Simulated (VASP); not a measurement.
Input of a VASP 6.6.1 run:

INCAR

```
SYSTEM = TaN
PREC = Accurate ; ENCUT = 600
EDIFF = 1E-6 ; ISMEAR = 0
SIGMA = 0.15 ; LREAL = .FALSE.
LASPH = .TRUE. ; NELM = 120
ALGO = Normal ; ISIF = 2
LWAVE = .FALSE. ; LCHARG = .TRUE.
GGA = CA ; LELF = .TRUE.
LVHAR = .TRUE. ; NBANDS = 16
GGA_COMPAT = .FALSE.
```

KPOINTS

```
regular mesh
0
G
  18 18 18
  0 0 0
```

POSCAR

```
TaN
1.0
    0.0000000000      2.1557928146      2.1557928146
    2.1557928146      0.0000000000      2.1557928146
    2.1557928146      2.1557928146      0.0000000000
Ta N
1 1
Direct
    0.4967417379      0.5032582621      0.5032582621
    0.0420914985     -0.0420914985     -0.0420914985
```

Potentials or basis: VASP PAW LDA potentials, release 64 (Ta_sv_GW, N).

The run is started by

```bash
$ cat potpaw_LDA.64/Ta_sv_GW/POTCAR potpaw_LDA.64/N/POTCAR > POTCAR
$ mpirun -np 1 vasp_std > vasp.out
```

(1) What does it give for the band gap on the k mesh?

(2) What does it give for the largest force?

Results:

(1) zero (band 9 reaches 16.25 eV, above the bottom of band 10 at 12.72 eV).

(2) 2.574 eV/Å.

Caveat: spin-orbit coupling is left out, which moves the levels of the heavy elements; forces of over 1 eV/Å act on the atoms, so gaps and moduli don't describe the material at rest.
